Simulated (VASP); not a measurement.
Write the native input for VASP 6.6.1 that does the following.

```
Task                   : single point
Functional             : PBE
Potentials or basis    : VASP PAW PBE potentials, release 64 (Hg)
Cutoff                 : 520 eV
k mesh                 : 12 × 12 × 12
Occupations            : fermi-dirac, width 0.1 eV
Spin                   : no spin polarisation
Dipole correction      : no
Further INCAR settings : ALGO = Normal; EDIFF = 1e-07; NBANDS = 12
```

The structure of Hg lies in POSCAR:

```
Hg
1.0
    0.0000000000      2.5200299249      2.5200299249
    2.5200299249      0.0000000000      2.5200299249
    2.5200299249      2.5200299249      0.0000000000
Hg
1
Direct
    0.0000000000      0.0000000000      0.0000000000
```

The input as run:

INCAR

```
  PREC = Accurate
  ENCUT = 520
  EDIFF = 1E-7
  ISMEAR = -1
  SIGMA = 0.1
  LREAL = False
  LASPH = True
  NELM = 60
  ALGO = Normal
  ISIF = 2
  LWAVE = False
  LCHARG = True
  GGA = PE
  LELF = True
  LVHAR = True
  NBANDS = 12
```

KPOINTS

```
regular mesh
0
Gamma
  12 12 12
```

Potentials or basis: VASP PAW PBE potentials, release 64 (Hg).

The run is started by

```bash
$ cat potpaw_PBE.64/Hg/POTCAR > POTCAR
$ mpirun -np 1 vasp_std > vasp.out
```

It gave:

```yaml
Pressure: 0.0 GPa
```

It took 47 s on 1 thread of Intel Xeon 8259CL, with other jobs on the host, peak memory 0.17 GiB.
